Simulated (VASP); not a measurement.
Dy2H:

```
Dy H
1.0
     4.67426    0.00000    0.00000
    -2.33713    4.04803    0.00000
     0.00000    0.00000    3.59230
Dy H
2 1
Direct
  0.33333 0.66667 0.00000
  0.66667 0.33333 0.00000
  0.00000 0.00000 0.50000
```

The cell was generated, and may not be a known phase.

```yaml
Program: VASP 6.6.1
Task: relaxation of cell and atoms
Functional: PBE
Potentials_or_basis: VASP PAW PBE potentials, release 64 (Dy_3, H), 4f in core
Cutoff: 500 eV
k_mesh: 5 × 5 × 5
Occupations: gaussian, width 0.2 eV
Spin: no spin polarisation
```

At the start: pressure 4.5 GPa; volume 22.66 Å³/atom.

Q: Where does the relaxation end?

A: Over 6 steps the energy falls by 434.3 meV/atom and the volume is 26.92 Å³/atom (+18.8 %); space group P6/mmm (No. 191, to 0.1 Å) before and after.

Step by step:
```
step  energy change (eV)  largest force (eV/Å)  pressure (GPa)  volume (Å³)
   1              0.0000                0.0000            4.45        67.97
   2             -1.0769                0.0000            2.08        73.58
   3             -1.2723                0.0000            1.38        77.01
   4             -1.2832                0.0000            1.47        76.54
   5             -1.3019                0.0000            0.33        79.67
   6             -1.3030                0.0000           -0.02        80.75
```

Final structure:
```cif
data_structure
_symmetry_space_group_name_H-M 'P 1'
_symmetry_Int_Tables_number 1
_cell_length_a 5.4527
_cell_length_b 5.4527
_cell_length_c 3.1360
_cell_angle_alpha 90.000
_cell_angle_beta 90.000
_cell_angle_gamma 120.000
_cell_volume 80.75
loop_
_atom_site_label
_atom_site_type_symbol
_atom_site_fract_x
_atom_site_fract_y
_atom_site_fract_z
_atom_site_occupancy
Dy1 Dy 0.33333 0.66667 0.00000 1
Dy2 Dy 0.66667 0.33333 0.00000 1
H1 H 0.00000 0.00000 0.50000 1
```

Caveat: the volume moved by over 15 % at a fixed basis, so the end points are rough.
